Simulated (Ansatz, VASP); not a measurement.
## Ti3Ga in VASP and in Ansatz

File INCAR:

```
SYSTEM = Ti3Ga
PREC = Accurate ; ENCUT = 500
EDIFF = 1E-6 ; ISMEAR = 0
SIGMA = 0.2 ; LREAL = .FALSE.
LASPH = .TRUE. ; NELM = 120
ALGO = Normal ; ISIF = 2
LWAVE = .FALSE. ; LCHARG = .TRUE.
LELF = .TRUE. ; LVHAR = .TRUE.
NBANDS = 32 ; GGA_COMPAT = .FALSE.
```

File KPOINTS:

```
Automatic mesh
0
G
  6 6 6
  0 0 0
```

Contents of POSCAR:

```
Ti3Ga
1.0
    0.0000000000      3.1977420000      3.1977420000
    3.1977420000      0.0000000000      3.1977420000
    3.1977420000      3.1977420000      0.0000000000
Ti Ga
3 1
Direct
    0.7500000000      0.7500000000      0.7500000000
    0.2500000000      0.2500000000      0.2500000000
    0.0000000000      0.0000000000      0.0000000000
    0.5000000000      0.5000000000      0.5000000000
```

Input for Ansatz:

```yaml
crystal:
  lattice:
    bravais: fcc
    a: 6.395484
  space_group: 225
  atoms:
    - { symbol: Ti, position: [0.25, 0.25, 0.75] }
    - { symbol: Ti, position: [0.0, 0.0, 0.0] }
    - { symbol: Ga, position: [0.5, 0.0, 0.0] }
  reduce_to_primitive: true
kpoints:
  mp_grid:
    grid: [6, 6, 6]
hamiltonian:
  xc: lda
  pseudopotentials:
    kind: paw
scf:
  occupations:
    method: gaussian
    width: 0.2
output:
  stress: true
```

Alike in both runs: task single point; functional LDA; k mesh 6 × 6 × 6; occupations gaussian, width 0.2 eV; no spin polarisation.

|  | VASP | Ansatz |
| --- | --- | --- |
| version | VASP 6.6.1 | Ansatz 0.2.0 |
| potentials or method | VASP PAW LDA potentials, release 64 (Ti_sv, Ga_d) | plane waves, PAW |
| plane-wave cutoff (eV) | 500 | 420 |
| valence electrons in the cell | 49 | 49 |

|  | VASP | Ansatz | Ansatz less VASP |
| --- | --- | --- | --- |
| pressure (GPa) | -8.7 | -8.8 | -0.07 |

LDA's correlation is that of Perdew and Zunger in VASP and of Perdew and Wang (1992) in Ansatz.
